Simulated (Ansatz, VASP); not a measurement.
# One calculation of LiBr, two programs

```
CELL_PARAMETERS angstrom
0.00000 2.74450 2.74450
2.74450 0.00000 2.74450
2.74450 2.74450 0.00000
ATOMIC_POSITIONS crystal
Li 0.00000 0.00000 0.00000
Br 0.50000 0.50000 0.50000
```

Alike in both runs: task electric field gradients; functional PBE; k mesh 8 × 8 × 8; occupations fermi-dirac, width 0.03 eV; non-collinear spin, spin-orbit coupling.

|  | VASP | Ansatz |
| --- | --- | --- |
| version | VASP 6.6.1 | Ansatz 0.2.0 |
| potentials or method | VASP PAW PBE potentials, release 64 (Li_sv, Br) | PAW with Ansatz's default frozen-core files, fully relativistic files with spin-orbit coupling |
| plane-wave cutoff (eV) | 650 | 420 |
| valence electrons in the cell | 10 | 10 |

Ansatz gave:

```
pressure (GPa) : 0.3
```

**Question.** What did VASP give for the same quantities?

**Answer.** Pressure (GPa): 0.2.
